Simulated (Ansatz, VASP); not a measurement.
**BaIn2Bi2 in VASP and in Ansatz**

POSCAR

```
BaIn2Bi2
1.0
    5.0549880000      0.0000000000      0.0000000000
   -2.5274940000      4.3777520000      0.0000000000
    0.0000000000      0.0000000000      8.3019150000
Ba Bi In
1 2 2
Direct
    0.0000000000      0.0000000000      0.0000000000
    0.6667000000      0.3333000000      0.2499200000
    0.3333000000      0.6667000000      0.7500800000
    0.6667000000      0.3333000000      0.6276000000
    0.3333000000      0.6667000000      0.3724000000
```

File INCAR.step1:

```
PREC     = Accurate       # precision mode
ENCUT    = 520            # plane-wave cutoff, eV
ISMEAR   = 1              # smearing method
SIGMA    = 0.01           # smearing width, eV
LREAL    = False          # projectors in reciprocal space
LASPH    = True           # aspherical terms in the spheres
NELM     = 100            # most SCF steps
NBANDS   = 41             # bands
GGA      = PE             # functional
ALGO     = Normal         # electronic algorithm
EDIFF    = 1E-4           # SCF threshold, eV
LWAVE    = True           # write WAVECAR
LCHARG   = False          # write CHGCAR
```

The input INCAR.step2:

```
PREC     = Accurate       # precision mode
ENCUT    = 520            # plane-wave cutoff, eV
EDIFF    = 1E-6           # SCF threshold, eV
ISMEAR   = 1              # smearing method
SIGMA    = 0.01           # smearing width, eV
LREAL    = False          # projectors in reciprocal space
LASPH    = True           # aspherical terms in the spheres
NELM     = 100            # most SCF steps
ALGO     = Normal         # electronic algorithm
ISIF     = 2              # what is computed and relaxed
LWAVE    = False          # write WAVECAR
LCHARG   = False          # write CHGCAR
METAGGA  = R2SCAN         # meta-GGA
LMIXTAU  = True         
NBANDS   = 41             # bands
ISTART   = 1
```

File KPOINTS:

```
Automatic mesh
0
Gamma
  4 4 2
```

Input for Ansatz:

```yaml
crystal:
  lattice:
    - [5.054988, 0.0, 0.0]
    - [-2.527494, 4.377752, 0.0]
    - [0.0, 0.0, 8.301915]
  atoms:
    - { symbol: Ba, position: [0.0, 0.0, 0.0] }
    - { symbol: Bi, position: [0.6667, 0.3333, 0.24992] }
    - { symbol: Bi, position: [0.3333, 0.6667, 0.75008] }
    - { symbol: In, position: [0.6667, 0.3333, 0.6276] }
    - { symbol: In, position: [0.3333, 0.6667, 0.3724] }
  symmetry: { tolerance: 0.0003 }
kpoints:
  mp_grid: { grid: [4, 4, 2], shift: [0, 0, 0] }
magnetization:
  spin_polarized: false
scf:
  occupations: { method: methfessel_paxton, width: 0.01 }
hamiltonian:
  pseudopotentials: { kind: paw }
  xc: r2scan
basis:
  ecutwfc: 500
output:
  forces: true
  stress: true
  eigenvalues: true
accuracy: high
```

Alike in both runs: task single point; functional r2SCAN; k mesh 4 × 4 × 2; occupations methfessel-paxton of order 1, width 0.01 eV; no spin polarisation.

|  | VASP | Ansatz |
| --- | --- | --- |
| version | VASP 6.6.1 | Ansatz 0.2.0 |
| potentials or method | VASP PAW PBE potentials, release 64 (Ba_sv, Bi_d, In_d), cutoff 520 eV | PAW plane waves |
| valence electrons in the cell | 66 | 66 |

|  | VASP | Ansatz | Ansatz less VASP |
| --- | --- | --- | --- |
| gap on the k mesh at the Fermi level (eV) | none | none | - |
| pressure (GPa) | 1.1 | 1.0 | -0.12 |
| traceless stress, the component that is largest in VASP (GPa) | -1.94 | -1.96 | -0.020 |
| rms of the force components (eV/Å) | 0.112 | 0.103 | -0.0088 |

VASP's potentials were made for PBE, not for r2SCAN. Atom by atom the forces differ by 0.009 eV/Å (rms over components). A gap of «none» marks a metal or a gap that the smearing closes. Ansatz's warnings: structure snapped to symmetry.

The k mesh is coarse, so the values compare programs but aren't converged. Neither program's run includes spin-orbit coupling.
